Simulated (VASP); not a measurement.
Write the native input for VASP 6.6.1 that does the following.

* Task: single point
* Functional: PBE
* Potentials or basis: VASP PAW PBE potentials, release 64 (Li_sv, S)
* Cutoff: 520 eV
* k mesh: 12 × 12 × 10
* Occupations: gaussian, width 0.1 eV
* Spin: no spin polarisation
* Dipole correction: no
* Further INCAR settings: ALGO = Fast; EDIFF = 1e-06; NBANDS = 20

The structure of Li2S3 lies in POSCAR:

```
Li2S3
1.0
    4.9606137597      0.0000000000      0.0000000000
   -2.4803068799      4.2960175342      0.0000000000
    0.0000000000      0.0000000000      3.8035867780
Li S
2 3
Direct
    0.6666666667      0.3333333333      0.5000000000
    0.3333333333      0.6666666667      0.5000000000
    0.7160350278      0.0000000000      0.0000000000
    0.2839649722      0.2839649722      0.0000000000
    0.0000000000      0.7160350278      0.0000000000
```

The cell was generated, and may not be a known phase.

The input as run:

INCAR

```
SYSTEM = Li2S3
ALGO = Fast
EDIFF = 1E-6
ENCUT = 520
GGA = PE
ISIF = 2
ISMEAR = 0
LASPH = .TRUE.
LCHARG = .FALSE.
LREAL = .FALSE.
LWAVE = .FALSE.
NBANDS = 20
NELM = 100
PREC = Accurate
SIGMA = 0.1
```

KPOINTS

```
k-points
0
G
  12 12 10
  0 0 0
```

Potentials or basis: VASP PAW PBE potentials, release 64 (Li_sv, S).

Command:

```console
$ cat potpaw_PBE.64/Li_sv/POTCAR potpaw_PBE.64/S/POTCAR > POTCAR
$ mpirun -np 1 vasp_std > vasp.out
```

It gave:

```
Largest force          : 0.027 eV/Å
Band gap on the k mesh : zero (bands 12 and 13 overlap by 0.99 eV)
```

Run time: 5.8 min on 1 thread of Oxide Virtual Turin-like Processor, with other jobs on the host, peak memory 0.26 GiB.
